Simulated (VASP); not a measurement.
Write the native input for VASP 6.6.1 that does the following.

```yaml
Task: single point
Functional: PBE
Potentials_or_basis: VASP PAW PBE potentials, release 64 (Mo_sv)
Cutoff: 520 eV
k_mesh: 12 × 12 × 12
Occupations: fermi-dirac, width 0.05 eV
Spin: no spin polarisation
Dipole_correction: no
Further_INCAR_settings: ALGO = Normal; EDIFF = 1e-06; NBANDS = 13
```

The structure of Mo lies in POSCAR:

```
Mo
1.0
   -1.5455214835      1.5455214835      1.5455214835
    1.5455214835     -1.5455214835      1.5455214835
    1.5455214835      1.5455214835     -1.5455214835
Mo
1
Direct
    0.0000000000      0.0000000000      0.0000000000
```

These files were run (other wordings do the same):

INCAR

```
  PREC = Accurate
  ENCUT = 520
  EDIFF = 1E-6
  ISMEAR = -1
  SIGMA = 0.05
  LREAL = F
  LASPH = T
  NELM = 100
  ALGO = Normal
  ISIF = 2
  LWAVE = F
  LCHARG = T
  GGA = PE
  LELF = T
  LVHAR = T
  NBANDS = 13
```

KPOINTS

```
regular mesh
0
Gamma
  12 12 12
```

Potentials or basis: VASP PAW PBE potentials, release 64 (Mo_sv).

Launch:

```console
$ cat potpaw_PBE.64/Mo_sv/POTCAR > POTCAR
$ mpirun -np 1 vasp_std > vasp.out
```

It gave:

```yaml
Pressure: 20.7 GPa
Band_gap_on_the_k_mesh: zero (band 7 reaches 17.84 eV, above the bottom of band 8 at 12.05 eV)
```

Wall time 18 s on 1 thread of Intel Xeon 8259CL, with other jobs on the host, peak memory 0.13 GiB.
